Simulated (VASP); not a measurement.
The system is BaTiO3.

```
Ba Ti O
1.0
     4.00600    0.00000    0.00000
     0.00000    4.00600    0.00000
     0.00000    0.00000    4.00600
Ba Ti O
1 1 3
Cartesian
  2.0030 2.0030 2.0030
  0.0000 0.0000 0.0000
  2.0030 0.0000 0.0000
  0.0000 2.0030 0.0000
  0.0000 0.0000 2.0030
```

Base run:

| Item | Value |
| --- | --- |
| Program | VASP 6.6.1 |
| Functional | PBEsol |
| Potentials or basis | VASP PAW PBE potentials, release 64 (Ba_sv, Ti_sv, O_h) |
| Cutoff | 910 eV |
| k mesh | 7 × 7 × 7 |
| Occupations | gaussian, width 0.01 eV |
| Spin | no spin polarisation |

Its results: band gap on the k mesh 1.76 eV, indirect (least direct gap 1.84 eV); pressure -3.1 GPa.

Task: After a change of settings the same cell gave: band gap on the k mesh 1.31 eV, indirect (least direct gap 1.46 eV); pressure -0.6 GPa. Which change was it?
A. potentials or basis from VASP PAW PBE potentials, release 64 (Ba_sv, Ti_sv, O_h) to VASP PAW PBE potentials, release 64 (Ba_sv, Ti_sv, O); cutoff from 910 eV to 520 eV; k mesh from 7 × 7 × 7 to 6 × 6 × 6
B. k mesh from 7 × 7 × 7 to 2 × 2 × 2
C. k mesh from 7 × 7 × 7 to 5 × 5 × 5
D. potentials or basis from VASP PAW PBE potentials, release 64 (Ba_sv, Ti_sv, O_h) to VASP PAW PBE potentials, release 64 (Ba_sv, Ti_sv, O); cutoff from 910 eV to 520 eV; k mesh from 7 × 7 × 7 to 4 × 4 × 4

Result: B.

Caveats: some runs use coarse meshes; the cutoff is under 1.25 times the usual one of these potentials, so pressure, stress and relaxed cells hold a basis-set (Pulay) error; the PAW data sets were made with another functional, which shifts forces and pressure a little; spin-orbit coupling is left out, which moves the levels of the heavy elements.
